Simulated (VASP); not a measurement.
# C: single point with PBE+D3(BJ)

C:

```
CELL_PARAMETERS angstrom
0.00000 1.42317 -3.36139
-2.46500 0.00000 0.00000
2.46500 11.80390 2.46046
ATOMIC_POSITIONS crystal
C 0.22732 0.32011 0.72011
C 0.74074 0.65537 0.05537
C 0.86239 0.32156 0.22156
C 0.98403 0.98774 0.38774
C 0.10567 0.65393 0.55393
C 0.78090 0.21081 0.11081
C 0.90254 0.87700 0.27700
C 0.02419 0.54318 0.44318
C 0.14583 0.20937 0.60937
C 0.26747 0.87555 0.77555
```

| Quantity | Value |
| --- | --- |
| Program | VASP 6.6.1 |
| Task | single point |
| Functional | PBE |
| Dispersion | D3(BJ) |
| Potentials or basis | VASP PAW PBE potentials, release 64 (C) |
| Cutoff | 520 eV |
| k mesh | 7 × 11 × 3 |
| Occupations | gaussian, width 0.05 eV |
| Spin | no spin polarisation |

- Pressure: -0.9 GPa
- Largest force: 2.446 eV/Å
- Band gap on the k mesh: zero (bands 20 and 21 overlap by 0.07 eV)
- Dispersion energy per atom: -0.139 eV

Forces in eV/Å, atoms in the order of the input:
```
C    0.000  2.443  0.122
C    0.000  1.309 -0.212
C    0.000  0.761  0.118
C    0.000  0.098 -0.004
C    0.000  0.112  0.011
C    0.000 -2.443 -0.122
C    0.000 -0.112 -0.011
C    0.000 -0.098  0.004
C    0.000 -0.761 -0.118
C    0.000 -1.309  0.212
```

Stress tensor (GPa, compression positive):
```
-0.85  0.00  0.00
 0.00 -0.75 -0.48
 0.00 -0.48 -1.08
```

Levels at points of the mesh, in eV from the Fermi level:
```csv
k point,band 17,band 18,band 19,band 20,band 21,band 22,band 23,band 24
"(0.00, 0.00, 0.00)",-3.49,-3.01,-2.76,-0.43,0.45,2.38,4.65,4.86
```

It took 2.8 min on 1 thread of Intel(R) Xeon(R) 6975P-C (Granite Rapids) (shared host), peak memory 0.36 GiB.

Caveat: forces of over 1 eV/Å act on the atoms, so gaps and moduli don't describe the material at rest.
